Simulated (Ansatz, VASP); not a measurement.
# Ge in VASP and in Ansatz

```
Ge
1.0
     3.93571    0.00000    0.00000
    -1.96786    3.40843    0.00000
     0.00000    0.00000    6.50367
Ge
4
Direct
  0.66667 0.33333 0.06309
  0.33333 0.66667 0.56309
  0.66667 0.33333 0.43691
  0.33333 0.66667 0.93691
```

Alike in both runs: task single point; functional r2SCAN; k mesh 12 × 12 × 6; occupations gaussian, width 0.01 eV; no spin polarisation.

|  | VASP | Ansatz |
| --- | --- | --- |
| version | VASP 6.6.1 | Ansatz 0.2.0 |
| potentials or method | VASP PAW PBE potentials, release 64 (Ge_d), cutoff 520 eV | scalar-relativistic, plane waves, PAW |
| valence electrons in the cell | 56 | 56 |

VASP gave:

- gap on the k mesh at the Fermi level (eV): 0.20
- least direct gap on the mesh (eV): 0.20
- pressure (GPa): 3.6
- traceless stress, the component that is largest in VASP (GPa): 0.07
- rms of the force components (eV/Å): 0.004

Estimate Ansatz's values.

gap on the k mesh at the Fermi level (eV): 0.22; least direct gap on the mesh (eV): 0.22; pressure (GPa): 3.6; traceless stress, the component that is largest in VASP (GPa): 0.06; rms of the force components (eV/Å): 0.000.

VASP's potentials were made for PBE, not for r2SCAN. Atom by atom the forces differ by 0.003 eV/Å (rms over components). With one functional, cell and mesh, what is left measures potentials, basis and numerics.
